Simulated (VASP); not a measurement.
Input of a VASP 6.6.1 run:

INCAR

```
PREC = Accurate
ENCUT = 520
EDIFF = 1E-6
ISMEAR = -1
SIGMA = 0.6
LREAL = False
LASPH = True
NELM = 100
ALGO = Normal
ISIF = 2
LWAVE = False
LCHARG = False
GGA = CA
NBANDS = 19
```

KPOINTS

```
regular mesh
0
Gamma
  12 12 6
```

The input POSCAR:

```
Zr
1.0
    3.1439658570      0.0000000000      0.0000000000
   -1.5719829285      2.7227543008      0.0000000000
    0.0000000000      0.0000000000      5.0894642375
Zr
2
Direct
    0.3333333333      0.6666666667      0.2500000000
    0.6666666667      0.3333333333      0.7500000000
```

Potentials or basis: VASP PAW LDA potentials, release 64 (Zr_sv).

Launch:

```sh
$ cat potpaw_LDA.64/Zr_sv/POTCAR > POTCAR
$ mpirun -np 1 vasp_std > vasp.out
```

(1) What does it give for the pressure?

(2) Estimate the band gap on the k mesh.

Answers

(1) 5.4 GPa.

(2) zero (band 12 reaches 10.53 eV, above the bottom of band 13 at 9.38 eV).
